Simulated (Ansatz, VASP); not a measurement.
# One calculation of MgB, two programs

```
Mg B
1.0
     2.89515    0.00000    0.00000
     0.00000    2.89515    0.00000
     0.00000    0.00000    2.89515
Mg B
1 1
Direct
  0.00000 0.00000 0.00000
  0.50000 0.50000 0.50000
```

Alike in both runs: task single point; functional PBE-based global hybrid; k mesh 5 × 5 × 5; occupations fermi-dirac, width 0.05 eV; no spin polarisation.

```csv
,VASP,Ansatz
version,VASP 6.6.1,Ansatz 0.2.0
potentials or method,"VASP PAW PBE potentials, release 64 (Mg, B)",Ansatz PAW
plane-wave cutoff (eV),520,420
valence electrons in the cell,5,13
```

Ansatz gave:

- gap on the k mesh at the Fermi level (eV): none
- pressure (GPa): -0.4

Question: Estimate VASP's values.

Answer: gap on the k mesh at the Fermi level (eV): none; pressure (GPa): -0.6.

VASP's potentials were made for PBE, not for PBE-based global hybrid. A gap of «none» marks a metal or a gap that the smearing closes. The functional is the same, so the differences come from potentials, cutoffs and numerics. VASP's potentials hold 5 valence electrons a cell and Ansatz's 13, so a difference there can come from the potentials and not from the codes.

The k mesh is coarse, so the values compare programs but aren't converged.
